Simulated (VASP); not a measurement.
# Pt (P6_3/mmc) in VASP: a series of runs

Runs on Pt. Level: LDA. Tasks: single point.

All numbers are computed with VASP 6.6.1; they aren't measurements. Logs are shortened: lines on timing, memory, paths and dates and some standing lists are left out, and cuts for length are marked.

### 1 The cell of the first run

It takes space group P6_3/mmc (No. 194, hexagonal). The conventional cell has a = 2.678 Å, b = 2.678 Å, c = 4.594 Å, α = 90.00°, β = 90.00°, γ = 120.00°. Pt (site symmetry -6m2) has 12 Pt at 2.68 to 2.77 Å within 3.5 Å.

This isn't the form of Pt at room conditions, which is fcc.

### 2 Single point, LDA (14.27 Å³/atom)

Contents of INCAR:

```
ALGO = Normal ; EDIFF = 1E-6
ENCUT = 570 ; GGA = CA
GGA_COMPAT = False ; ISIF = 2
ISMEAR = -1 ; LASPH = True
LCHARG = False ; LREAL = False
LWAVE = False ; NBANDS = 25
NELM = 120 ; PREC = Accurate
SIGMA = 0.1
```

Contents of KPOINTS:

```
k-points
0
Gamma
  15 15 8
```

Contents of POSCAR:

```
Pt
1.0
    2.6783293370      0.0000000000      0.0000000000
   -1.3391646685      2.3195012455      0.0000000000
    0.0000000000      0.0000000000      4.5941162080
Pt
2
Direct
    0.3333333333      0.6666666667      0.2500000000
    0.6666666667      0.3333333333      0.7500000000
```

Potentials or basis: VASP PAW LDA potentials, release 64 (Pt_sv_GW).

Started as:

```bash
> cat potpaw_LDA.64/Pt_sv_GW/POTCAR > POTCAR
> mpirun -np 1 vasp_std > vasp.out
```

OUTCAR:

```text
EDIFF = 1E-6
   ENCUT = 570
   GGA = CA
   ISIF = 2
   ISMEAR = -1
   LASPH = True
   LREAL = False
   NELM = 120
   PREC = Accurate

 ion  position               nearest neighbor table
   1  0.333  0.667  0.250-   2 2.77   2 2.77   2 2.77   2 2.77   2 2.77   2 2.77
   2  0.667  0.333  0.750-   1 2.77   1 2.77   1 2.77   1 2.77   1 2.77   1 2.77

  LATTYP: Found a hexagonal cell.
 ALAT       =     2.6783293370
 C/A-ratio  =     1.7152917472

  Lattice vectors:

 A1 = (   2.6783293370,   0.0000000000,   0.0000000000)
 A2 = (  -1.3391646685,   2.3195012455,   0.0000000000)
 A3 = (   0.0000000000,   0.0000000000,   4.5941162080)

Analysis of symmetry for initial positions (statically):
=====================================================================
 Subroutine PRICEL returns:
 Original cell was already a primitive cell.

 Routine SETGRP: Setting up the symmetry group for a
 hexagonal supercell.

 Subroutine GETGRP returns: Found 24 space group operations
 (whereof 12 operations were pure point group operations)
 out of a pool of 24 trial point group operations.

The static configuration has the point symmetry D_3d.
 The point group associated with its full space group is D_6h.

Analysis of symmetry for dynamics (positions and initial velocities):
=====================================================================
 Subroutine PRICEL returns:
 Original cell was already a primitive cell.

 Routine SETGRP: Setting up the symmetry group for a
 hexagonal supercell.

 Subroutine GETGRP returns: Found 24 space group operations
 (whereof 12 operations were pure point group operations)
 out of a pool of 24 trial point group operations.

The dynamic configuration has the point symmetry D_3d.
 The point group associated with its full space group is D_6h.

 Subroutine INISYM returns: Found 24 space group operations
 (whereof 12 operations are pure point group operations),
 and found     1 'primitive' translations

----------------------------------------------------------------------------------------

                                     Primitive cell

  volume of cell :      28.5404

  direct lattice vectors                    reciprocal lattice vectors
     2.678329337  0.000000000  0.000000000     0.373367079  0.215563583  0.000000000
    -1.339164669  2.319501246  0.000000000     0.000000000  0.431127167  0.000000000
     0.000000000  0.000000000  4.594116208     0.000000000  0.000000000  0.217669722

  length of vectors
     2.678329337  2.678329337  4.594116208     0.431127167  0.431127167  0.217669722

  position of ions in fractional coordinates (direct lattice)
     0.333333333  0.666666667  0.250000000
     0.666666667  0.333333333  0.750000000

  ion indices of the primitive-cell ions
   primitive index   ion index
                 1           1
                 2           2

----------------------------------------------------------------------------------------

 KPOINTS: k-points

Automatic generation of k-mesh.
 Grid dimensions read from file:
 generate k-points for:   15   15    8

 Generating k-lattice:

  Cartesian coordinates                     Fractional coordinates (reciprocal lattice)
     0.024891139  0.014370906  0.000000000     0.066666667  0.000000000  0.000000000
     0.000000000  0.028741811  0.000000000     0.000000000  0.066666667  0.000000000
     0.000000000  0.000000000  0.027208715     0.000000000  0.000000000  0.125000000

  Length of vectors
     0.028741811  0.028741811  0.027208715

  Shift w.r.t. Gamma in fractional coordinates (k-lattice)
     0.000000000  0.000000000  0.000000000

 Subroutine IBZKPT returns following result:
 ===========================================

 Found    135 irreducible k-points:

 Following reciprocal coordinates:
            Coordinates               Weight
  0.000000  0.000000  0.000000      1.000000
  0.066667  0.000000  0.000000      6.000000
  0.133333  0.000000  0.000000      6.000000
  0.200000  0.000000  0.000000      6.000000
  0.266667  0.000000  0.000000      6.000000
  0.333333  0.000000  0.000000      6.000000
[... 16 lines left out ...]
  0.333333  0.200000  0.000000     12.000000
  0.400000  0.200000  0.000000      6.000000
 [... further k-points ...]
   k-points           NKPTS =    135   k-points in BZ     NKDIM =    135   number of bands    NBANDS=     25
   number of dos      NEDOS =    301   number of ions     NIONS =      2
   total plane-waves  NPLWV =  20736
   dimension x,y,z NGX =    24 NGY =   24 NGZ =   36
   dimension x,y,z NGXF=    48 NGYF=   48 NGZF=   72
   ions per type =               2
   NGX,Y,Z   is equivalent  to a cutoff of  14.90, 14.90, 13.03 a.u.
   NGXF,Y,Z  is equivalent  to a cutoff of  29.79, 29.79, 26.05 a.u.
 SYSTEM =  unknown system
   PREC   = accura    normal or accurate (medium, high low for compatibility)
   ISTART =      0    job   : 0-new  1-cont  2-samecut
   ICHARG =      2    charge: 1-file 2-atom 10-const
   ISPIN  =      1    spin polarized calculation?
   LNONCOLLINEAR =      F non collinear calculations
   LSORBIT =      F    spin-orbit coupling
   LASPH  =      T    aspherical Exc in radial PAW
   ENCUT  =  570.0 eV  41.89 Ry    6.47 a.u.   5.21  5.21  8.94*2*pi/ulx,y,z
   NELM   =    120;   NELMIN=  2; NELMDL= -5     # of ELM steps
   EDIFF  = 0.1E-05   stopping-criterion for ELM
   LREAL  =      F    real-space projection
   EDIFFG = 0.1E-04   stopping-criterion for IOM
   NSW    =      0    number of steps for IOM
   IBRION =     -1    ionic relax: 0-MD 1-quasi-New 2-CG
   NFREE  =      0    steps in history (QN), initial steepest desc. (CG)
   ISIF   =      2    stress and relaxation
   ISYM   =      2    0-nonsym 1-usesym 2-fastsym
   POTIM  = 0.5000    time-step for ionic-motion
   TEBEG  =    0.0;   TEEND  =   0.0 temperature during run
   PSTRESS=    0.0 pullay stress
   NELECT =      36.0000    total number of electrons
   NUPDOWN=      -1.0000    fix difference up-down
   EMIN   =  10.00;   EMAX   =-10.00  energy-range for DOS
   EFERMI =   0.00;   METHOD = LEGACY
   ISMEAR =    -1;   SIGMA  =   0.10  broadening in eV -4-tet -1-fermi 0-gaus
   EFERMI_NEDOS =   21; number of points for ismear=-14 and -15
   IALGO  =     38    algorithm
   IMIX   =      4    mixing-type and parameters
     AMIX     =   0.40;   BMIX     =  1.00
     AMIX_MAG =   1.60;   BMIX_MAG =  1.00
  volume/ion in A,a.u.               =      14.27        96.30
  Fermi-wavevector in a.u.,A,eV,Ry     =   1.768841  3.342625 42.569890  3.128799
  Thomas-Fermi vector in A             =   2.835948
   LORBIT       =      0    0 simple, 1 ext, 2 COOP (PROOUT), +10 PAW based schemes
   GGA     = CA    functional components
   LHFCALC =     F    Hartree Fock is set to
   AEXX    =    0.0000 exact exchange contribution
   IVDW    =     0    specifies the selected vdW correction
   LEPSILON=     F    determine dielectric tensor
   LRPA    =     F    only Hartree local field effects (RPA)
 non-spin polarized calculation
  energy-cutoff  :      570.00
  volume of cell :       28.54
 maximum number of plane-waves:       898
 NGX is ok and might be reduce to    24
   NGX = 11   NGY = 11   NGZ = 17

 number of electron      35.9999998 magnetization

 Free energy of the ion-electron system (eV)
  ---------------------------------------------------
  ext. energy  EPLUGINS =         0.00000000
  ---------------------------------------------------
  free energy    TOTEN  =       -14.51887238 eV

  energy without entropy =      -14.41471418  energy(sigma->0) =      -14.46679328

 E-fermi :  11.5111     XC(G=0): -14.7290

 val. band max:       11.5007833891   @ k =   0.3333   0.2667   0.3750
 cond. band min:      11.5148754688   @ k =   0.3333   0.1333   0.5000
 fundamental gap:      0.0140920797
 Fermi energy:        11.5110868668

 k-point     1 :       0.0000    0.0000    0.0000
  band No.  band energies     occupation
      1     -86.9451      2.00000
      2     -86.9103      2.00000
      3     -41.5445      2.00000
      4     -41.1722      2.00000
      5     -41.1722      2.00000
      6     -41.1096      2.00000
[... 17 lines left out ...]
     24      28.8155      0.00000
     25      33.4222      0.00000

 k-point     2 :       0.0667    0.0000    0.0000
  band No.  band energies     occupation
      1     -86.9428      2.00000
      2     -86.9084      2.00000
      3     -41.5361      2.00000
      4     -41.1948      2.00000
      5     -41.1789      2.00000
      6     -41.1330      2.00000
[... 17 lines left out ...]
     24      29.0991      0.00000
     25      32.4338      0.00000

 k-point     3 :       0.1333    0.0000    0.0000
  band No.  band energies     occupation
      1     -86.9378      2.00000
      2     -86.9050      2.00000
      3     -41.5132      2.00000
      4     -41.2607      2.00000
      5     -41.2002      2.00000
      6     -41.1979      2.00000
[... 17 lines left out ...]
     24      29.5232      0.00000
     25      30.8713      0.00000

 k-point     4 :       0.2000    0.0000    0.0000
  band No.  band energies     occupation
      1     -86.9291      2.00000
      2     -86.8998      2.00000
      3     -41.4776      2.00000
      4     -41.3567      2.00000
      5     -41.2966      2.00000
      6     -41.2256      2.00000
[... 17 lines left out ...]
     24      29.3293      0.00000
     25      30.0959      0.00000

 k-point     5 :       0.2667    0.0000    0.0000
  band No.  band energies     occupation
      1     -86.9194      2.00000
      2     -86.8943      2.00000
      3     -41.4669      2.00000
      4     -41.4331      2.00000
      5     -41.4060      2.00000
      6     -41.2567      2.00000
[... 17 lines left out ...]
     24      27.5912      0.00000
     25      30.4225      0.00000

 k-point     6 :       0.3333    0.0000    0.0000
  band No.  band energies     occupation
      1     -86.9096      2.00000
      2     -86.8891      2.00000
      3     -41.5719      2.00000
      4     -41.5084      2.00000
      5     -41.3845      2.00000
      6     -41.2862      2.00000
[... 17 lines left out ...]
     24      26.3968      0.00000
     25      28.0839      0.00000
[... 393 lines left out ...]
 k-point    21 :       0.2000    0.2000    0.0000
  band No.  band energies     occupation
      1     -86.9073      2.00000
      2     -86.8881      2.00000
      3     -41.5250      2.00000
      4     -41.5217      2.00000
      5     -41.3720      2.00000
      6     -41.3190      2.00000
[... 17 lines left out ...]
     24      27.3518      0.00000
     25      29.3027      0.00000

 k-point    22 :       0.2667    0.2000    0.0000
  band No.  band energies     occupation
      1     -86.8993      2.00000
      2     -86.8853      2.00000
      3     -41.5883      2.00000
      4     -41.5565      2.00000
      5     -41.3690      2.00000
      6     -41.3272      2.00000
[... 17 lines left out ...]
     24      26.9528      0.00000
     25      27.2556      0.00000

 k-point    23 :       0.3333    0.2000    0.0000
  band No.  band energies     occupation
      1     -86.8931      2.00000
      2     -86.8838      2.00000
      3     -41.6298      2.00000
      4     -41.5729      2.00000
      5     -41.4112      2.00000
      6     -41.3290      2.00000
[... 17 lines left out ...]
     24      25.2619      0.00000
     25      26.5829      0.00000

 k-point    24 :       0.4000    0.2000    0.0000
  band No.  band energies     occupation
      1     -86.8905      2.00000
      2     -86.8836      2.00000
      3     -41.6439      2.00000
      4     -41.5770      2.00000
      5     -41.4281      2.00000
      6     -41.3390      2.00000
[... 17 lines left out ...]
     24      24.0657      0.00000
     25      26.3423      0.00000

 [... further k-points ...]

------------------------ aborting loop because EDIFF is reached ----------------------------------------

  FORCE on cell =-STRESS in cart. coord.  units (eV):
  Direction    XX          YY          ZZ          XY          YZ          ZX
  --------------------------------------------------------------------------------------
  -------------------------------------------------------------------------------------
  Total        2.4689928      2.4689928      2.2511227      0.0000000      0.0000000      0.0000000
  in kB      138.6021101    138.6021101    126.3715116      0.0000000      0.0000000      0.0000000
  external PRESSURE =     134.5252439 kB  Pullay stress =       0.0000000 kB

 VOLUME and BASIS-vectors are now :
 -----------------------------------------------------------------------------
  energy-cutoff  :      570.00
  volume of cell :       28.54
      direct lattice vectors                 reciprocal lattice vectors
     2.678329337  0.000000000  0.000000000     0.373367079  0.215563583  0.000000000
    -1.339164669  2.319501246  0.000000000     0.000000000  0.431127167  0.000000000
     0.000000000  0.000000000  4.594116208     0.000000000  0.000000000  0.217669722

 POSITION                                       TOTAL-FORCE (eV/Angst)
 -----------------------------------------------------------------------------------
     -0.00000      1.54633      1.14853         0.000000     -0.000000      0.000000
      1.33916      0.77317      3.44559        -0.000000      0.000000      0.000000
 -----------------------------------------------------------------------------------
    total drift:                               -0.000000      0.000000     -0.000000

  FREE ENERGIE OF THE ION-ELECTRON SYSTEM (eV)
  ---------------------------------------------------
  free  energy   TOTEN  =       -14.5188723819 eV

  energy  without entropy=      -14.4147141750  energy(sigma->0) =      -14.46679328
```

Wall time 35 s (1 thread of AMD EPYC 9R45 (Zen 5), shared host); peak memory 0.18 GiB.

Results:

```yaml
Free_energy: -14.5189 eV
Pressure: 13.5 GPa
Band_gap_on_the_k_mesh: zero (bands 18 and 19 overlap by 1.45 eV)
```

Caveat: the cell stands under pressure; spin-orbit coupling is left out, which moves the levels of the heavy elements.

(Part 1 of 2 ends here.)
